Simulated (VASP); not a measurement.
# TaN in VASP: a series of runs

Runs on TaN. Level: PBE+D3(BJ). Tasks: single point.

Everything below comes from runs of VASP 6.6.1. Logs are shortened: lines on timing, memory, paths and dates and some standing lists are left out, and cuts for length are marked.

### 1 The cell of the first run

The cell holds a slab with vacuum, 24 atoms: a = 5.762 Å, b = 5.857 Å, c = 25.889 Å, α = 90.00°, β = 90.00°, γ = 90.00°.

### 2 Single point, PBE+D3(BJ)

INCAR reads:

```
SYSTEM = TaN
PREC = Accurate
ENCUT = 520
EDIFF = 1E-7
ISMEAR = 0
SIGMA = 0.1
LREAL = Auto
LASPH = .True.
NELM = 80
ALGO = Normal
ISIF = 2
LWAVE = .False.
LCHARG = .True.
LDIPOL = .True.
IDIPOL = 3
DIPOL = 0.5 0.5 0.424
GGA = PE
IVDW = 12
LELF = .True.
LVHAR = .True.
LVACPOTAV = .True.
NBANDS = 114
```

KPOINTS reads:

```
regular mesh
0
Gamma
  3 3 1
  0 0 0
```

POSCAR reads:

```
TaN
1.0
    5.7615861975      0.0000000000      0.0000000000
    0.0000000000      5.8570264691      0.0000000000
    0.0000000000      0.0000000000     25.8890226650
N Ta
12 12
Direct
    0.0000000000      0.7500000000      0.3090112788
    0.0000000000      0.2500000000      0.3090112788
    0.5000000000      0.7500000000      0.3090112788
    0.5000000000      0.2500000000      0.3090112788
    0.0000000000      0.5000000000      0.4069742993
    0.0000000000      0.0000000000      0.4069742993
    0.5000000000      0.5000000000      0.4069742993
    0.5000000000      0.0000000000      0.4069742993
    0.0000074712      0.2500991596      0.5062509782
    0.0000083510      0.7497596777      0.5063768776
    0.5000646152      0.2531474461      0.5055678878
    0.5000812620      0.7468930607      0.5055842599
    0.2500000000      0.0000000000      0.3416656190
    0.2500000000      0.5000000000      0.3416656190
    0.7500000000      0.0000000000      0.3416656190
    0.7500000000      0.5000000000      0.3416656190
    0.2503571714      0.7492073031      0.4408947664
    0.2503469450      0.2507840544      0.4408601742
    0.7496776354      0.7492119907      0.4408920421
    0.7496747792      0.2507872972      0.4408580839
    0.2553942695      0.4997472150      0.5408091691
    0.2490754474      0.0001253845      0.5374648101
    0.7448003150      0.4997663054      0.5408106027
    0.7510298490      0.0001405151      0.5374925158
```

Potentials or basis: VASP PAW PBE potentials, release 64 (N, Ta_pv).

Launch:

```sh
$ cat potpaw_PBE.64/N/POTCAR potpaw_PBE.64/Ta_pv/POTCAR > POTCAR
$ mpirun -np 1 vasp_std > vasp.out
```

OUTCAR:

```text
SYSTEM = TaN
   PREC = Accurate
   ENCUT = 520
   EDIFF = 1E-7
   ISMEAR = 0
   LREAL = Auto
   LASPH = .True.
   NELM = 80
   ISIF = 2
   GGA = PE
   IVDW = 12
 IVDW          = 12

 ion  position               nearest neighbor table
   1  0.000  0.750  0.309-  13 2.22  14 2.22  15 2.22  16 2.22
   2  0.000  0.250  0.309-  13 2.22  14 2.22  15 2.22  16 2.22
   3  0.500  0.750  0.309-  13 2.22  14 2.22  15 2.22  16 2.22
   4  0.500  0.250  0.309-  13 2.22  14 2.22  15 2.22  16 2.22
   5  0.000  0.500  0.407-  14 2.22  16 2.22  20 2.23  18 2.23  19 2.23  17 2.23
   6  0.000  0.000  0.407-  13 2.22  15 2.22  20 2.24  18 2.24  19 2.24  17 2.24
   7  0.500  0.500  0.407-  14 2.22  16 2.22  18 2.23  20 2.23  17 2.23  19 2.23
   8  0.500  0.000  0.407-  13 2.22  15 2.22  18 2.24  20 2.24  17 2.24  19 2.24
   9  0.000  0.250  0.506-  24 2.20  22 2.20  18 2.22  20 2.22  23 2.26  21 2.26
  10  0.000  0.750  0.506-  24 2.20  22 2.20  19 2.23  17 2.23  23 2.26  21 2.26
  11  0.500  0.253  0.506-  20 2.21  18 2.21  21 2.21  23 2.22  22 2.23  24 2.23
  12  0.500  0.747  0.506-  19 2.21  17 2.21  21 2.22  23 2.22  22 2.23  24 2.23
  13  0.250  0.000  0.342-   6 2.22   8 2.22   3 2.22   4 2.22   1 2.22   2 2.22  15 2.88  15 2.88
                            14 2.93  14 2.93  18 2.96  17 2.96
  14  0.250  0.500  0.342-   5 2.22   7 2.22   3 2.22   4 2.22   1 2.22   2 2.22  16 2.88  16 2.88
                            13 2.93  13 2.93  18 2.95  17 2.95
  15  0.750  0.000  0.342-   6 2.22   8 2.22   3 2.22   4 2.22   1 2.22   2 2.22  13 2.88  13 2.88
[... 5 lines left out ...]
  18  0.250  0.251  0.441-  11 2.21   9 2.22   7 2.23   5 2.23   8 2.24   6 2.24  20 2.88  20 2.88
                            22 2.90  17 2.92  17 2.94  14 2.95  13 2.96  21 2.97
  19  0.750  0.749  0.441-  12 2.21  10 2.23   7 2.23   5 2.23   8 2.24   6 2.24  17 2.88  17 2.88
                            24 2.90  20 2.92  20 2.94  16 2.95  15 2.96  23 2.97
  20  0.750  0.251  0.441-  11 2.21   9 2.22   7 2.23   5 2.23   8 2.24   6 2.24  18 2.88  18 2.88
                            24 2.90  19 2.92  19 2.94  16 2.95  15 2.96  23 2.97
  21  0.255  0.500  0.541-  11 2.21  12 2.22   9 2.26  10 2.26  23 2.82  22 2.93  22 2.93  23 2.94
                            18 2.97  17 2.97
  22  0.249  0.000  0.537-   9 2.20  10 2.20  11 2.23  12 2.23  24 2.87  24 2.89  17 2.90  18 2.90
                            21 2.93  21 2.93
  23  0.745  0.500  0.541-  11 2.22  12 2.22  10 2.26   9 2.26  21 2.82  24 2.93  24 2.93  21 2.94
                            20 2.97  19 2.97
  24  0.751  0.000  0.537-   9 2.20  10 2.20  11 2.23  12 2.23  22 2.87  22 2.89  20 2.90  19 2.90
                            23 2.93  23 2.93

  LATTYP: Found a simple orthorhombic cell.
 ALAT       =     5.7615861975
 B/A-ratio  =     1.0165649299
 C/A-ratio  =     4.4933845954

  Lattice vectors:

 A1 = (   5.7615861975,   0.0000000000,   0.0000000000)
 A2 = (   0.0000000000,   5.8570264691,   0.0000000000)
 A3 = (   0.0000000000,   0.0000000000,  25.8890226650)

Analysis of symmetry for initial positions (statically):
=====================================================================
 Subroutine PRICEL returns:
 Original cell was already a primitive cell.

 Routine SETGRP: Setting up the symmetry group for a
 simple orthorhombic supercell.

 Subroutine GETGRP returns: Found  1 space group operations
 (whereof  1 operations were pure point group operations)
 out of a pool of  8 trial point group operations.

The static configuration has the point symmetry C_1 .

Analysis of symmetry for dynamics (positions and initial velocities):
=====================================================================
 Subroutine PRICEL returns:
 Original cell was already a primitive cell.

 Routine SETGRP: Setting up the symmetry group for a
 simple orthorhombic supercell.

 Subroutine GETGRP returns: Found  1 space group operations
 (whereof  1 operations were pure point group operations)
 out of a pool of  8 trial point group operations.

The dynamic configuration has the point symmetry C_1 .

 Subroutine INISYM returns: Found  1 space group operations
 (whereof  1 operations are pure point group operations),
 and found     1 'primitive' translations

----------------------------------------------------------------------------------------

                                     Primitive cell

  volume of cell :     873.6448

  direct lattice vectors                    reciprocal lattice vectors
     5.761586197  0.000000000  0.000000000     0.173563315  0.000000000  0.000000000
     0.000000000  5.857026469  0.000000000     0.000000000  0.170735100  0.000000000
     0.000000000  0.000000000 25.889022665     0.000000000  0.000000000  0.038626410

  length of vectors
     5.761586197  5.857026469 25.889022665     0.173563315  0.170735100  0.038626410

[... 67 lines left out ...]

  Length of vectors
     0.057854438  0.056911700  0.038626410

  Shift w.r.t. Gamma in fractional coordinates (k-lattice)
     0.000000000  0.000000000  0.000000000

 Subroutine IBZKPT returns following result:
 ===========================================

 Found      5 irreducible k-points:

 Following reciprocal coordinates:
            Coordinates               Weight
  0.000000  0.000000  0.000000      1.000000
  0.333333  0.000000  0.000000      2.000000
  0.000000  0.333333  0.000000      2.000000
  0.333333  0.333333  0.000000      2.000000
  0.333333 -0.333333  0.000000      2.000000
   k-points           NKPTS =      5   k-points in BZ     NKDIM =      5   number of bands    NBANDS=    114
   number of dos      NEDOS =    301   number of ions     NIONS =     24
   total plane-waves  NPLWV = 451584
   dimension x,y,z NGX =    48 NGY =   48 NGZ =  196
   dimension x,y,z NGXF=    96 NGYF=   96 NGZF=  392
   ions per type =              12  12
   NGX,Y,Z   is equivalent  to a cutoff of  13.85, 13.62, 12.59 a.u.
   NGXF,Y,Z  is equivalent  to a cutoff of  27.70, 27.25, 25.17 a.u.
 SYSTEM =  TaN
   PREC   = accura    normal or accurate (medium, high low for compatibility)
   ISTART =      0    job   : 0-new  1-cont  2-samecut
   ICHARG =      2    charge: 1-file 2-atom 10-const
   ISPIN  =      1    spin polarized calculation?
   LNONCOLLINEAR =      F non collinear calculations
   LSORBIT =      F    spin-orbit coupling
   LASPH  =      T    aspherical Exc in radial PAW
   ENCUT  =  520.0 eV  38.22 Ry    6.18 a.u.  10.71 10.89 48.14*2*pi/ulx,y,z
   NELM   =     80;   NELMIN=  2; NELMDL= -5     # of ELM steps
   EDIFF  = 0.1E-06   stopping-criterion for ELM
   LREAL  =      T    real-space projection
   EDIFFG = 0.1E-05   stopping-criterion for IOM
   NSW    =      0    number of steps for IOM
   IBRION =     -1    ionic relax: 0-MD 1-quasi-New 2-CG
   NFREE  =      0    steps in history (QN), initial steepest desc. (CG)
   ISIF   =      2    stress and relaxation
   ISYM   =      2    0-nonsym 1-usesym 2-fastsym
   POTIM  = 0.5000    time-step for ionic-motion
   TEBEG  =    0.0;   TEEND  =   0.0 temperature during run
   PSTRESS=    0.0 pullay stress
   NELECT =     192.0000    total number of electrons
   NUPDOWN=      -1.0000    fix difference up-down
   EMIN   =  10.00;   EMAX   =-10.00  energy-range for DOS
   EFERMI =   0.00;   METHOD = LEGACY
   ISMEAR =     0;   SIGMA  =   0.10  broadening in eV -4-tet -1-fermi 0-gaus
   EFERMI_NEDOS =   21; number of points for ismear=-14 and -15
   IALGO  =     38    algorithm
   IMIX   =      4    mixing-type and parameters
     AMIX     =   0.40;   BMIX     =  1.00
     AMIX_MAG =   1.60;   BMIX_MAG =  1.00
  volume/ion in A,a.u.               =      36.40       245.65
  Fermi-wavevector in a.u.,A,eV,Ry     =   0.987939  1.866935 13.279614  0.976024
  Thomas-Fermi vector in A             =   2.119430
   LORBIT       =      0    0 simple, 1 ext, 2 COOP (PROOUT), +10 PAW based schemes
   GGA     = PE    functional components
   LHFCALC =     F    Hartree Fock is set to
   AEXX    =    0.0000 exact exchange contribution
   IVDW    =    12    specifies the selected vdW correction
   LEPSILON=     F    determine dielectric tensor
   LRPA    =     F    only Hartree local field effects (RPA)
 non-spin polarized calculation
 Gauss-broadening in eV      SIGMA  =   0.10
  energy-cutoff  :      520.00
  volume of cell :      873.64
 maximum number of plane-waves:     23546
 NGX is ok and might be reduce to    48
   NGX = 21   NGY = 21   NGZ = 97

 dipolmoment           0.000000      0.000000      0.269734 electrons x Angstroem

 number of electron     191.9999995 magnetization

 dipolmoment           0.000000      0.000000     -0.168964 electrons x Angstroem

 Free energy of the ion-electron system (eV)
  ---------------------------------------------------
  ext. energy  EPLUGINS =         0.00000000
  ---------------------------------------------------
  free energy    TOTEN  =      -256.78653160 eV

  energy without entropy =     -256.72419975  energy(sigma->0) =     -256.75536567

 E-fermi :  -1.7262     XC(G=0):  -4.7467

 val. band max:       -1.7677877330   @ k =   0.0000   0.0000   0.0000
 cond. band min:      -1.7105307839   @ k =   0.0000   0.3333   0.0000
 fundamental gap:      0.0572569490
 Fermi energy:        -1.7261819070

 k-point     1 :       0.0000    0.0000    0.0000
  band No.  band energies     occupation
      1     -37.2714      2.00000
      2     -37.2657      2.00000
      3     -37.1136      2.00000
      4     -37.1077      2.00000
      5     -37.0551      2.00000
      6     -37.0372      2.00000
[... 544 lines left out ...]
    107       0.8067      0.00000
    108       0.9745      0.00000
 [bands above 108 left out]

------------------------ aborting loop because EDIFF is reached ----------------------------------------

 Edisp (eV)   -7.68310

 E8    (eV) :    -3.6639

  FORCE on cell =-STRESS in cart. coord.  units (eV):
  Direction    XX          YY          ZZ          XY          YZ          ZX
  --------------------------------------------------------------------------------------
  -------------------------------------------------------------------------------------
  Total     -25.16304   -28.11331    -6.37454     0.00002     0.01669    -0.01762
  in kB     -46.14649   -51.55701   -11.69026     0.00003     0.03061    -0.03231
  external pressure =      -36.46 kB  Pullay stress =        0.00 kB

 VOLUME and BASIS-vectors are now :
 -----------------------------------------------------------------------------
  energy-cutoff  :      520.00
  volume of cell :      873.64
      direct lattice vectors                 reciprocal lattice vectors
     5.761586197  0.000000000  0.000000000     0.173563315  0.000000000  0.000000000
     0.000000000  5.857026469  0.000000000     0.000000000  0.170735100  0.000000000
     0.000000000  0.000000000 25.889022665     0.000000000  0.000000000  0.038626410

 POSITION                                       TOTAL-FORCE (eV/Angst)
 -----------------------------------------------------------------------------------
      0.00000      4.39277      8.00000         0.000328      0.001784      2.952959
      0.00000      1.46426      8.00000         0.000332     -0.001805      2.952250
      2.88079      4.39277      8.00000        -0.000246     -0.005857      2.955425
      2.88079      1.46426      8.00000        -0.000251      0.005811      2.954623
      0.00000      2.92851     10.53617         0.000838      0.001524      0.379464
      0.00000      0.00000     10.53617         0.000868     -0.002552      0.329179
[... 16 lines left out ...]
      4.29123      2.92714     14.00106         0.459914      0.012519     -0.189457
      4.32712      0.00082     13.91516        -0.074697     -0.008775      0.470005
 -----------------------------------------------------------------------------------
    total drift:                               -0.000738      0.000292     -0.009946

  FREE ENERGIE OF THE ION-ELECTRON SYSTEM (eV)
  ---------------------------------------------------
  free  energy   TOTEN  =      -264.4696331817 eV

  energy  without entropy=     -264.4073013255  energy(sigma->0) =     -264.43846725

 vacuum level on the upper side and lower side of the slab         3.667         4.573
```

Wall time 57 min (1 thread of Intel Xeon 8259CL, shared host); peak memory 1 GiB.

What came out:

| Quantity | Value |
| --- | --- |
| Free energy | -264.4696 eV |
| Largest force | 3.328 eV/Å |
| Band gap on the k mesh | zero (bands 96 and 97 overlap by 0.08 eV) |
| Dispersion energy per atom | -0.320 eV |

Forces in eV/Å, atoms in the order of the input:
```
N    0.000  0.002  2.953
N    0.000 -0.002  2.952
N    0.000 -0.006  2.955
N    0.000  0.006  2.955
N    0.001  0.002  0.379
N    0.001 -0.003  0.329
N    0.001  0.001  0.297
N    0.001 -0.001  0.303
N    0.002  0.066 -0.006
N    0.003 -0.063 -0.031
N   -0.001 -0.182  0.000
N   -0.002  0.174  0.015
Ta  -0.007 -0.001 -3.291
Ta   0.004  0.001 -3.328
Ta   0.007 -0.001 -3.290
Ta  -0.004  0.001 -3.328
Ta  -0.097  0.026 -0.112
Ta  -0.092 -0.027 -0.108
Ta   0.097  0.025 -0.109
Ta   0.093 -0.027 -0.105
Ta  -0.465  0.013 -0.187
Ta   0.072 -0.008  0.474
Ta   0.460  0.013 -0.189
Ta  -0.075 -0.009  0.470
```

Caveat: the k points lie up to 0.36 Å⁻¹ apart; spin-orbit coupling is left out, which moves the levels of the heavy elements.

### 3 Single point, PBE+D3(BJ)

This run uses another cell than the first one.

INCAR reads:

```
SYSTEM = TaN
PREC     = Accurate       ! precision mode
ENCUT    = 520            ! plane-wave cutoff, eV
EDIFF    = 1E-7           ! SCF threshold, eV
ISMEAR   = 0              ! smearing method
SIGMA    = 0.1            ! smearing width, eV
LREAL    = Auto         
LASPH    = .TRUE.         ! aspherical terms in the spheres
NELM     = 60             ! most SCF steps
ALGO     = Normal         ! electronic algorithm
ISIF     = 2              ! what is computed and relaxed
LWAVE    = .FALSE.        ! write WAVECAR
LCHARG   = .FALSE.        ! write CHGCAR
LDIPOL   = .TRUE.       
IDIPOL   = 3            
DIPOL    = 0.5 0.5 0.501
GGA      = PE             ! functional
IVDW     = 12             ! dispersion correction
NBANDS   = 114            ! bands
```

KPOINTS reads:

```
Automatic mesh
0
G
  3 3 1
  0 0 0
```

POSCAR reads:

```
TaN
1.0
    5.7615861975      0.0000000000      0.0000000000
    0.0000000000      5.8570264691      0.0000000000
    0.0000000000      0.0000000000     21.9177226650
N Ta
12 12
Direct
    0.0000000000      0.7500000000      0.3650014248
    0.0000000000      0.2500000000      0.3650014248
    0.5000000000      0.7500000000      0.3650014248
    0.5000000000      0.2500000000      0.3650014248
    0.0000000000      0.5000000000      0.4807144893
    0.0000000000      0.0000000000      0.4807144893
    0.5000000000      0.5000000000      0.4807144893
    0.5000000000      0.0000000000      0.4807144893
    0.0000000000      0.2500000000      0.5977707768
    0.0000000000      0.7500000000      0.5977707768
    0.5000000000      0.2500000000      0.5977707768
    0.5000000000      0.7500000000      0.5977707768
    0.2500000000      0.0000000000      0.4035724463
    0.2500000000      0.5000000000      0.4035724463
    0.7500000000      0.0000000000      0.4035724463
    0.7500000000      0.5000000000      0.4035724463
    0.2500000000      0.7500000000      0.5207059644
    0.2500000000      0.2500000000      0.5207059644
    0.7500000000      0.7500000000      0.5207059644
    0.7500000000      0.2500000000      0.5207059644
    0.2500000000      0.5000000000      0.6372155205
    0.2500000000      0.0000000000      0.6372155205
    0.7500000000      0.5000000000      0.6372155205
    0.7500000000      0.0000000000      0.6372155205
```

Potentials or basis: VASP PAW PBE potentials, release 64 (N, Ta_pv).

Launch:

```sh
$ cat potpaw_PBE.64/N/POTCAR potpaw_PBE.64/Ta_pv/POTCAR > POTCAR
$ mpirun -np 1 vasp_std > vasp.out
```

It took 18 min on 1 thread of Intel Xeon Platinum 8488C (Sapphire Rapids), shared host; peak memory 0.85 GiB.

Results (log left out):

| Property | Result |
| --- | --- |
| Free energy | -264.5287 eV |
| Largest force | 3.314 eV/Å |
| Band gap on the k mesh | zero (bands 96 and 97 overlap by 0.03 eV) |
| Dispersion energy per atom | -0.320 eV |

Forces on the atoms (eV/Å):
```
N    0.000  0.000  2.946
N    0.000  0.000  2.946
N    0.000  0.000  2.946
N    0.000  0.000  2.946
N    0.000  0.000  0.334
N    0.000  0.000  0.334
N    0.000  0.000  0.334
N    0.000  0.000  0.334
N    0.000  0.000 -0.009
N    0.000  0.000 -0.009
N    0.000  0.000 -0.009
N    0.000  0.000 -0.009
Ta   0.000  0.000 -3.314
Ta   0.000  0.000 -3.314
Ta   0.000  0.000 -3.314
Ta   0.000  0.000 -3.314
Ta   0.000  0.000  0.004
Ta   0.000  0.000  0.004
Ta   0.000  0.000  0.004
Ta   0.000  0.000  0.004
Ta   0.000  0.000  0.039
Ta   0.000  0.000  0.039
Ta   0.000  0.000  0.039
Ta   0.000  0.000  0.039
```

Levels at points of the mesh, in eV from the Fermi level:
```tsv
k point	band 92	band 93	band 94	band 95	band 96	band 97	band 98	band 99
(0.00, 0.00, 0.00)	-0.82	-0.71	-0.66	-0.06	0.07	0.26	0.90	1.11
```

Caveat: the k points lie up to 0.36 Å⁻¹ apart; spin-orbit coupling is left out, which moves the levels of the heavy elements.

The gap in the log of VASP goes by the Fermi energy; the results here count the filled bands.